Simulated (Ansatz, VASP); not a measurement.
**Zr3O: VASP beside Ansatz**

```
Zr O
1.0
     5.58339    0.00000    0.00000
    -2.79170    4.83536    0.00000
     0.00000    0.00000    5.15593
Zr O
6 2
Cartesian
  1.8950 0.0000 0.0000
  0.9475 1.6411 2.5780
  -0.9475 1.6411 0.0000
  3.6884 0.0000 2.5780
  1.8442 3.1943 0.0000
  -1.8442 3.1943 2.5780
  0.0000 3.2236 1.2890
  2.7917 1.6118 3.8669
```

Alike in both runs: functional PBEsol; k mesh 6 × 6 × 8; occupations gaussian, width 0.1 eV; no spin polarisation.

Ansatz relaxed the structure, and its values are those at the end. VASP's run is a single point on that final structure, the one shown.

|  | VASP | Ansatz |
| --- | --- | --- |
| version | VASP 6.6.1 | Ansatz 0.2.0 |
| potentials or method | VASP PAW PBE potentials, release 64 (Zr_sv, O), cutoff 520 eV | scalar-relativistic, plane waves, PAW |
| valence electrons in the cell | 84 | 84 |

```tsv
	VASP	Ansatz	Ansatz less VASP
gap on the k mesh at the Fermi level (eV)	none	none	-
pressure (GPa)	0.2	0.0	-0.21
rms of the force components (eV/Å)	0.006	0.002	-0.0042
```

VASP's potentials were made for PBE, not for PBEsol. A gap of «none» marks a metal or a gap that the smearing closes.
